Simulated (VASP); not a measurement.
TiTe2, 3 atoms in the cell. Symmetry: P-3m1, No. 164, trigonal system. Conventional cell: a = 3.829 Å, b = 3.829 Å, c = 6.324 Å, α = 90.00°, β = 90.00°, γ = 120.00°. Ti (site symmetry -3m) has 6 Te at 2.77 Å within 3.6 Å. Within 4.0 Å of Te (site symmetry 3m) lie 3 Ti at 2.77 Å and 12 Te at 3.73 to 3.99 Å.  This cell differs from its parent crystal: ratio of the length along z to the lengths across it x 0.96, volume and fractional coordinates fixed.

* Program: VASP 6.6.1
* Task: single point
* Functional: PBE
* Dispersion: D3(BJ)
* Potentials or basis: VASP PAW PBE potentials, release 64 (Ti_sv, Te)
* Cutoff: 520 eV
* k mesh: 18 × 18 × 8
* Occupations: gaussian, width 0.15 eV
* Spin: no spin polarisation
* Dipole correction: no
* Further INCAR settings: ALGO = Normal; EDIFF = 1e-06; NBANDS = 19

Potentials or basis: VASP PAW PBE potentials, release 64 (Ti_sv, Te).

Run with:

```sh
$ cat potpaw_PBE.64/Ti_sv/POTCAR potpaw_PBE.64/Te/POTCAR > POTCAR
$ mpirun -np 1 vasp_std > vasp.out
```

Hardware: 1 thread of AMD EPYC 9R45 96-Core Processor (Zen 5) (shared host).

**Question.** Estimate the wall time of this run.

**Answer.** Wall time 3.5 min on 1 thread of AMD EPYC 9R45 96-Core Processor (Zen 5) (shared host), peak memory 0.48 GiB. Counts: scf iterations 17, k points 266.
